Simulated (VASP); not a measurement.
Input of a VASP 6.6.1 run:

The input INCAR:

```
SYSTEM = PtSe2
  ALGO = Normal
  EDIFF = 1E-6
  EDIFFG = -0.04
  ENCUT = 600
  GGA = RP
  IBRION = 2
  ISIF = 4
  ISMEAR = 0
  IVDW = 13
  LASPH = .True.
  LCHARG = .False.
  LREAL = .False.
  LWAVE = .False.
  NELM = 80
  NSW = 60
  PREC = Accurate
  SIGMA = 0.05
```

KPOINTS

```
k-points
0
Gamma
  8 8 6
  0 0 0
```

File POSCAR:

```
PtSe2
1.0
    3.7145503645      0.0000000001      0.0000000000
   -1.8572751823      3.2168949792      0.0000000000
    0.0000000000      0.0000000000      4.7335043170
Pt Se
1 2
Direct
    0.0000000000      0.0000000000      0.0000000000
    0.3333333333      0.6666666667      0.2676196741
    0.6666666667      0.3333333333      0.7323803259
```

Potentials or basis: VASP PAW PBE potentials, release 64 (Pt, Se).

Run with:

```bash
$ cat potpaw_PBE.64/Pt/POTCAR potpaw_PBE.64/Se/POTCAR > POTCAR
$ mpirun -np 1 vasp_std > vasp.out
```

**Question.** What does it give for the dispersion energy per atom?

**Answer.** -1.076 eV.

**Question.** Predict the band gap on the k mesh.

**Answer.** Zero (band 11 reaches 8.26 eV, above the bottom of band 12 at 7.38 eV).

Stress tensor (GPa, compression positive):
```
1.15 0.00 0.00
0.00 1.15 0.00
0.00 0.00 0.78
```

Caveat: the PAW data sets were made with another functional, which shifts forces and pressure a little; spin-orbit coupling is left out, which moves the levels of the heavy elements; pairwise dispersion overbinds metals, which lowers pressure and volume.
